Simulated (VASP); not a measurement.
# NiO (Fm-3m) in VASP: settings compared

NiO is run at these levels: RPBE, BLYP; tasks: density of states.

Everything below comes from runs of VASP 6.6.1. Logs are shortened: lines on timing, memory, paths and dates and some standing lists are left out, and cuts for length are marked.

## (1) The cell of the first run

Symmetry: Fm-3m, No. 225, cubic system. Conventional cell: a = 4.183 Å, b = 4.183 Å, c = 4.183 Å, α = 90.00°, β = 90.00°, γ = 90.00°. Within 2.8 Å of Ni (site symmetry m-3m) lie 6 O at 2.09 Å. O (site symmetry m-3m) has 6 Ni at 2.09 Å within 2.8 Å.

## (2) Density of states, RPBE, collinear spin, ferromagnetic start

Input file POSCAR:

```
NiO
1.0
    0.0000000000      2.0913095100      2.0913095100
    2.0913095100      0.0000000000      2.0913095100
    2.0913095100      2.0913095100      0.0000000000
Ni O
1 1
Direct
    0.0000000000      0.0000000000      0.0000000000
    0.5000000000      0.5000000000      0.5000000000
```

Input file INCAR.step1:

```
PREC = Accurate ; ENCUT = 520
EDIFF = 1E-6 ; ISMEAR = -1
SIGMA = 0.05 ; LREAL = F
LASPH = T ; NELM = 150
ALGO = Normal ; ISIF = 2
LWAVE = F ; LCHARG = T
ISPIN = 2 ; MAGMOM = 1 0
LMAXMIX = 4 ; GGA = RP
NBANDS = 19
```

Input file KPOINTS.step1:

```
Automatic mesh
0
Gamma
  6 6 6
```

Input file INCAR.step2:

```
PREC = Accurate ; ENCUT = 520
EDIFF = 1E-6 ; ISMEAR = -5
SIGMA = 0.05 ; LREAL = F
LASPH = T ; NELM = 150
ALGO = Normal ; ISIF = 2
LWAVE = F ; LCHARG = F
ISPIN = 2 ; MAGMOM = 1 0
LORBIT = 10 ; LMAXMIX = 4
GGA = RP ; NEDOS = 2001
ICHARG = 11
```

Input file KPOINTS.step2:

```
Automatic mesh
0
Gamma
  9 9 9
```

Potentials or basis: VASP PAW PBE potentials, release 64 (Ni, O).

The run is started by

```sh
> cat potpaw_PBE.64/Ni/POTCAR potpaw_PBE.64/O/POTCAR > POTCAR
> cp INCAR.step1 INCAR
> cp KPOINTS.step1 KPOINTS
> mpirun -np 1 vasp_std > vasp.out
> cp INCAR.step2 INCAR
> cp KPOINTS.step2 KPOINTS
> mpirun -np 1 vasp_std > vasp.out
```

OUTCAR:

```text
PREC = Accurate
   ENCUT = 520
   EDIFF = 1E-6
   ISMEAR = -5
   LREAL = F
   LASPH = T
   NELM = 150
   ISIF = 2
   ISPIN = 2
   LORBIT = 10
   GGA = RP
   ICHARG = 11

 ion  position               nearest neighbor table
   1  0.000  0.000  0.000-   2 2.09   2 2.09   2 2.09   2 2.09   2 2.09   2 2.09
   2  0.500  0.500  0.500-   1 2.09   1 2.09   1 2.09   1 2.09   1 2.09   1 2.09

  LATTYP: Found a face centered cubic cell.
 ALAT       =     4.1826190200

  Lattice vectors:

 A1 = (   0.0000000000,   2.0913095100,   2.0913095100)
 A2 = (   2.0913095100,   0.0000000000,   2.0913095100)
 A3 = (   2.0913095100,   2.0913095100,   0.0000000000)

Analysis of symmetry for initial positions (statically):
=====================================================================
 Subroutine PRICEL returns:
 Original cell was already a primitive cell.

 Routine SETGRP: Setting up the symmetry group for a
 face centered cubic supercell.

 Subroutine GETGRP returns: Found 48 space group operations
 (whereof 48 operations were pure point group operations)
 out of a pool of 48 trial point group operations.

The static configuration has the point symmetry O_h .

Analysis of symmetry for dynamics (positions and initial velocities):
=====================================================================
 Subroutine PRICEL returns:
 Original cell was already a primitive cell.

 Routine SETGRP: Setting up the symmetry group for a
 face centered cubic supercell.

 Subroutine GETGRP returns: Found 48 space group operations
 (whereof 48 operations were pure point group operations)
 out of a pool of 48 trial point group operations.

The dynamic configuration has the point symmetry O_h .

Analysis of structural, dynamic, and magnetic symmetry:
=====================================================================
 Subroutine PRICEL returns:
 Original cell was already a primitive cell.

 Routine SETGRP: Setting up the symmetry group for a
 face centered cubic supercell.

 Subroutine GETGRP returns: Found 48 space group operations
 (whereof 48 operations were pure point group operations)
 out of a pool of 48 trial point group operations.

The overall configuration has the point symmetry O_h .

 Subroutine INISYM returns: Found 48 space group operations
 (whereof 48 operations are pure point group operations),
 and found     1 'primitive' translations

----------------------------------------------------------------------------------------

                                     Primitive cell

  volume of cell :      18.2930

  direct lattice vectors                    reciprocal lattice vectors
     0.000000000  2.091309510  2.091309510    -0.239084649  0.239084649  0.239084649
     2.091309510  0.000000000  2.091309510     0.239084649 -0.239084649  0.239084649
     2.091309510  2.091309510  0.000000000     0.239084649  0.239084649 -0.239084649

  length of vectors
     2.957558272  2.957558272  2.957558272     0.414106759  0.414106759  0.414106759

  position of ions in fractional coordinates (direct lattice)
     0.000000000  0.000000000  0.000000000
     0.500000000  0.500000000  0.500000000

  ion indices of the primitive-cell ions
   primitive index   ion index
                 1           1
                 2           2

----------------------------------------------------------------------------------------

 KPOINTS: Automatic mesh

Automatic generation of k-mesh.
 Grid dimensions read from file:
 generate k-points for:    9    9    9

 Generating k-lattice:

  Cartesian coordinates                     Fractional coordinates (reciprocal lattice)
    -0.026564961  0.026564961  0.026564961     0.111111111  0.000000000  0.000000000
     0.026564961 -0.026564961  0.026564961     0.000000000  0.111111111  0.000000000
     0.026564961  0.026564961 -0.026564961     0.000000000  0.000000000  0.111111111

  Length of vectors
     0.046011862  0.046011862  0.046011862

  Shift w.r.t. Gamma in fractional coordinates (k-lattice)
     0.000000000  0.000000000  0.000000000

 TETIRR: Found    115 inequivalent tetrahedra from     4374

 Subroutine IBZKPT returns following result:
 ===========================================

 Found     35 irreducible k-points:

 Following reciprocal coordinates:
            Coordinates               Weight
  0.000000  0.000000  0.000000      1.000000
  0.111111  0.000000  0.000000      8.000000
  0.222222  0.000000  0.000000      8.000000
  0.333333  0.000000  0.000000      8.000000
  0.444444  0.000000  0.000000      8.000000
  0.111111  0.111111  0.000000      6.000000
[... 16 lines left out ...]
 -0.333333  0.333333  0.000000     12.000000
  0.444444  0.444444  0.000000      6.000000
 [... further k-points ...]
   k-points           NKPTS =     35   k-points in BZ     NKDIM =     35   number of bands    NBANDS=     13
   number of dos      NEDOS =   2001   number of ions     NIONS =      2
   total plane-waves  NPLWV =  13824
   dimension x,y,z NGX =    24 NGY =   24 NGZ =   24
   dimension x,y,z NGXF=    48 NGYF=   48 NGZF=   48
   ions per type =               1   1
   NGX,Y,Z   is equivalent  to a cutoff of  13.49, 13.49, 13.49 a.u.
   NGXF,Y,Z  is equivalent  to a cutoff of  26.98, 26.98, 26.98 a.u.
 SYSTEM =  unknown system
   PREC   = accura    normal or accurate (medium, high low for compatibility)
   ISTART =      0    job   : 0-new  1-cont  2-samecut
   ICHARG =     11    charge: 1-file 2-atom 10-const
   ISPIN  =      2    spin polarized calculation?
   LNONCOLLINEAR =      F non collinear calculations
   LSORBIT =      F    spin-orbit coupling
   LASPH  =      T    aspherical Exc in radial PAW
   ENCUT  =  520.0 eV  38.22 Ry    6.18 a.u.   5.50  5.50  5.50*2*pi/ulx,y,z
   NELM   =    150;   NELMIN=  2; NELMDL=  0     # of ELM steps
   EDIFF  = 0.1E-05   stopping-criterion for ELM
   LREAL  =      F    real-space projection
   EDIFFG = 0.1E-04   stopping-criterion for IOM
   NSW    =      0    number of steps for IOM
   IBRION =     -1    ionic relax: 0-MD 1-quasi-New 2-CG
   NFREE  =      0    steps in history (QN), initial steepest desc. (CG)
   ISIF   =      2    stress and relaxation
   ISYM   =      2    0-nonsym 1-usesym 2-fastsym
   POTIM  = 0.5000    time-step for ionic-motion
   TEBEG  =    0.0;   TEEND  =   0.0 temperature during run
   PSTRESS=    0.0 pullay stress
   NELECT =      16.0000    total number of electrons
   NUPDOWN=      -1.0000    fix difference up-down
   EMIN   =  10.00;   EMAX   =-10.00  energy-range for DOS
   EFERMI =   0.00;   METHOD = LEGACY
   ISMEAR =    -5;   SIGMA  =   0.05  broadening in eV -4-tet -1-fermi 0-gaus
   EFERMI_NEDOS =   21; number of points for ismear=-14 and -15
   IALGO  =     38    algorithm
   IMIX   =      4    mixing-type and parameters
     AMIX     =   0.40;   BMIX     =  1.00
     AMIX_MAG =   1.60;   BMIX_MAG =  1.00
  volume/ion in A,a.u.               =       9.15        61.72
  Fermi-wavevector in a.u.,A,eV,Ry     =   1.565621  2.958594 33.350161  2.451168
  Thomas-Fermi vector in A             =   2.668070
   LORBIT       =     10    0 simple, 1 ext, 2 COOP (PROOUT), +10 PAW based schemes
   GGA     = RP    functional components
   LHFCALC =     F    Hartree Fock is set to
   AEXX    =    0.0000 exact exchange contribution
   IVDW    =     0    specifies the selected vdW correction
   LEPSILON=     F    determine dielectric tensor
   LRPA    =     F    only Hartree local field effects (RPA)
 spin polarized calculation
 Fermi weights with tetrahedron method with Bloechl corrections
  energy-cutoff  :      520.00
  volume of cell :       18.29
 maximum number of plane-waves:       531
 NGX is ok and might be reduce to    24

 number of electron      16.0000005 magnetization       1.7620289

 Free energy of the ion-electron system (eV)
  ---------------------------------------------------
  ext. energy  EPLUGINS =         0.00000000
  ---------------------------------------------------
  free energy    TOTEN  =       -10.58676745 eV

  energy without entropy =      -10.58676745  energy(sigma->0) =      -10.58676745

 E-fermi :   8.0009     XC(G=0): -12.4710

 val. band max:        8.1901085175   @ k =   0.4444   0.0000   0.0000
 cond. band min:       7.9001030656   @ k =   0.4444   0.4444   0.0000
 fundamental gap:     -0.2900054519
 Fermi energy:         8.0009415756

 spin component 1

 k-point     1 :       0.0000    0.0000    0.0000
  band No.  band energies     occupation
      1     -12.4067      1.00000
      2       4.8294      1.00000
      3       4.8295      1.00000
      4       5.0229      1.00000
      5       5.0229      1.00000
      6       5.0229      1.00000
      7       5.3309      1.00000
      8       5.3310      1.00000
      9       5.3310      1.00000
     10       9.5504      0.00000
     11      25.9031      0.00000
     12      26.9296      0.00000
     13      26.9297      0.00000
[... 356 lines left out ...]
      2       1.0957      1.00000
      3       3.7318      1.00000
      4       3.7318      1.00000
      5       4.5064      1.00000
      6       5.1508      1.00000
      7       5.7952      1.00000
      8       6.3381      1.00000
      9       6.3381      1.00000
     10      14.2724      0.00000
     11      18.6137      0.00000
     12      20.2935      0.00000
     13      24.6133      0.00000

 [... further k-points ...]

 spin component 2

 k-point     1 :       0.0000    0.0000    0.0000
  band No.  band energies     occupation
      1     -11.9678      1.00000
      2       5.5382      1.00000
      3       5.5383      1.00000
      4       5.5383      1.00000
      5       6.1464      1.00000
      6       6.1465      1.00000
      7       6.1467      1.00000
      8       7.4896      1.00000
      9       7.4901      1.71196
     10       9.8913      0.00000
     11      25.8022      0.00000
     12      27.1167      0.00000
     13      27.1169      0.00000
[... 356 lines left out ...]
      2       1.4770      1.00000
      3       4.1971      1.00000
      4       4.1971      1.00000
      5       5.2167      1.00000
      6       7.2353      1.00000
      7       7.2356      1.00000
      8       7.9001      0.38338
      9       8.4846      0.00000
     10      14.7452      0.00000
     11      18.9582      0.00000
     12      20.5222      0.00000
     13      24.9792      0.00000

 [... further k-points ...]
[... 5 lines left out ...]
  --------------------------------------------------------------------------------------
  -------------------------------------------------------------------------------------
  Total        0.6629370      0.6629370      0.6629370      0.0000000      0.0000000      0.0000000
  in kB       58.0627917     58.0627917     58.0627917      0.0000000      0.0000000      0.0000000
  external PRESSURE =      58.0627917 kB  Pullay stress =       0.0000000 kB

 VOLUME and BASIS-vectors are now :
 -----------------------------------------------------------------------------
  energy-cutoff  :      520.00
  volume of cell :       18.29
      direct lattice vectors                 reciprocal lattice vectors
     0.000000000  2.091309510  2.091309510    -0.239084649  0.239084649  0.239084649
     2.091309510  0.000000000  2.091309510     0.239084649 -0.239084649  0.239084649
     2.091309510  2.091309510  0.000000000     0.239084649  0.239084649 -0.239084649

 POSITION                                       TOTAL-FORCE (eV/Angst)
 -----------------------------------------------------------------------------------
      0.00000      0.00000      0.00000         0.000000      0.000000      0.000000
      2.09131      2.09131      2.09131        -0.000000     -0.000000     -0.000000
 -----------------------------------------------------------------------------------
    total drift:                                0.000000     -0.000000     -0.000000

  FREE ENERGIE OF THE ION-ELECTRON SYSTEM (eV)
  ---------------------------------------------------
  free  energy   TOTEN  =       -10.5867674544 eV

  energy  without entropy=      -10.5867674544  energy(sigma->0) =      -10.58676745

 total charge

# of ion       s       p       d       tot
------------------------------------------
    1        0.327   0.399   8.215   8.940
    2        1.562   3.454   0.000   5.015
--------------------------------------------------
tot          1.888   3.852   8.215  13.955

 magnetization (x)

# of ion       s       p       d       tot
------------------------------------------
    1        0.012   0.015   1.510   1.536
    2        0.028   0.262   0.000   0.290
--------------------------------------------------
tot          0.040   0.276   1.510   1.826
```

Run time: 17 s. Hardware: 1 thread of Intel Xeon Platinum 8559C (Emerald Rapids), shared host; peak memory 0.15 GiB.

Results:

* Net moment: 1.76 μB per cell
* Site moments: Ni +1.54; O +0.29 μB
* Valence electrons inside the program's atomic spheres: Ni 8.94; O 5.01

Caveat: the k points lie up to 0.43 Å⁻¹ apart; the PAW data sets were made with another functional, which shifts forces and pressure a little; a cell with one magnetic atom can't hold antiferromagnetic order, which such compounds often take; semilocal functionals often make such compounds metallic where correlation or magnetic order opens a gap, which also shifts bond lengths; tetrahedron occupations give inexact forces and stress in metals.

(Part 1 of 2 ends here.)
